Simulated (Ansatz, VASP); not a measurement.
# One calculation of ZnInGaO4, two programs

```
Zn In Ga O
1.0
     1.67809    0.96884    8.70377
    -1.67809    0.96884    8.70377
     0.00000   -1.93769    8.70377
Zn In Ga O
1 1 1 4
Direct
  0.21881 0.21881 0.21881
  0.00308 0.00308 0.00308
  0.78705 0.78705 0.78705
  0.29527 0.29527 0.29527
  0.71123 0.71123 0.71123
  0.12104 0.12104 0.12104
  0.86353 0.86353 0.86353
```

Alike in both runs: task single point; functional PBE; k mesh 12 × 12 × 12; occupations gaussian, width 0.05 eV; no spin polarisation.

```csv
,VASP,Ansatz
version,VASP 6.6.1,Ansatz 0.2.0
potentials or method,"VASP PAW PBE potentials, release 64 (Zn, In_d, Ga_d, O), cutoff 600 eV","scalar-relativistic, plane waves, PAW"
valence electrons in the cell,62,62
```

Ansatz gave:

| Property | Result |
| --- | --- |
| gap on the k mesh at the Fermi level (eV) | 1.11 |
| least direct gap on the mesh (eV) | 1.11 |
| pressure (GPa) | 0.0 |
| rms of the force components (eV/Å) | 0.001 |

Q: Estimate VASP's values.

A: gap on the k mesh at the Fermi level (eV): 1.10; least direct gap on the mesh (eV): 1.10; pressure (GPa): 0.4; rms of the force components (eV/Å): 0.004.

Atom by atom the forces differ by 0.004 eV/Å (rms over components).
